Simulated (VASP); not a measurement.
A run of VASP 6.6.1:

The input POSCAR:

```
TaO
1.0
    3.0661100000      0.0000000000      0.0000000000
   -1.5330600000      2.6553300000      0.0000000000
    0.0000000000      0.0000000000      3.8550200000
Ta O
1 1
Direct
    0.0000000000      0.0000000000      0.5000000000
    0.0000000000      0.0000000000      0.0000000000
```

The input INCAR.step1:

```
PREC     = Accurate       # precision mode
ENCUT    = 520            # plane-wave cutoff, eV
EDIFF    = 1E-5           # SCF threshold, eV
ISMEAR   = -1             # smearing method
SIGMA    = 0.05           # smearing width, eV
LREAL    = F              # projectors in reciprocal space
LASPH    = T              # aspherical terms in the spheres
NELM     = 60             # most SCF steps
ALGO     = Normal         # electronic algorithm
ISIF     = 2              # what is computed and relaxed
LWAVE    = T              # write WAVECAR
LCHARG   = F              # write CHGCAR
GGA      = PE             # functional
NBANDS   = 16             # bands
```

The input INCAR.step2:

```
PREC     = Accurate       # precision mode
ENCUT    = 520            # plane-wave cutoff, eV
EDIFF    = 1E-6           # SCF threshold, eV
ISMEAR   = -1             # smearing method
SIGMA    = 0.05           # smearing width, eV
LREAL    = F              # projectors in reciprocal space
LASPH    = T              # aspherical terms in the spheres
NELM     = 60             # most SCF steps
ALGO     = Normal         # electronic algorithm
ISIF     = 2              # what is computed and relaxed
LWAVE    = F              # write WAVECAR
LCHARG   = F              # write CHGCAR
GGA      = PE             # functional
LHFCALC  = T              # exact exchange
HFSCREEN = 0.2079         # screening, 1/A
PRECFOCK = Normal       
ISTART   = 1            
NBANDS   = 16             # bands
```

Contents of KPOINTS:

```
Automatic mesh
0
Gamma
  5 5 4
```

Potentials or basis: VASP PAW PBE potentials, release 64 (Ta_pv, O).

Command:

```bash
$ cat potpaw_PBE.64/Ta_pv/POTCAR potpaw_PBE.64/O/POTCAR > POTCAR
$ cp INCAR.step1 INCAR
$ mpirun -np 1 vasp_std > vasp.out
$ cp INCAR.step2 INCAR
$ mpirun -np 1 vasp_std > vasp.out
```

Hardware: 1 thread of Intel(R) Xeon(R) Platinum 8559C (Emerald Rapids), on a shared host.

Task: Estimate the wall time of this run.

Result: Wall time 9.3 min on 1 thread of Intel(R) Xeon(R) Platinum 8559C (Emerald Rapids) (shared host), peak memory 0.26 GiB. Counts: k points 15.
